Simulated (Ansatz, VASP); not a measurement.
## One calculation of BaSrInSbO6, two programs

```
Ba Sr In Sb O
1.0
     0.00000    4.15649    4.15649
     4.15649    0.00000    4.15649
     4.15649    4.15649    0.00000
Ba Sr In Sb O
1 1 1 1 6
Direct
  0.25000 0.25000 0.25000
  0.75000 0.75000 0.75000
  0.00000 0.00000 0.00000
  0.50000 0.50000 0.50000
  0.74081 0.25919 0.25919
  0.25919 0.74081 0.74081
  0.74081 0.74081 0.25919
  0.25919 0.25919 0.74081
  0.25919 0.74081 0.25919
  0.74081 0.25919 0.74081
```

Alike in both runs: task single point; functional PBE; k mesh 6 × 6 × 6; occupations gaussian, width 0.05 eV; no spin polarisation.

```csv
,VASP,Ansatz
version,VASP 6.6.1,Ansatz 0.2.0
potentials or method,"VASP PAW PBE potentials, release 64 (Ba_sv, Sr_sv, In_d, Sb, O), cutoff 520 eV","scalar-relativistic, plane waves, PAW"
valence electrons in the cell,74,84
```

```tsv
	VASP	Ansatz	Ansatz less VASP
gap on the k mesh at the Fermi level (eV)	0.77	0.82	+0.055
least direct gap on the mesh (eV)	0.77	0.82	+0.055
pressure (GPa)	0.6	0.0	-0.60
rms of the force components (eV/Å)	0.010	0.001	-0.0095
```

Atom by atom the forces differ by 0.011 eV/Å (rms over components). VASP's potentials hold 74 valence electrons a cell and Ansatz's 84, so a difference there can come from the potentials and not from the codes.

Neither program's run includes spin-orbit coupling.
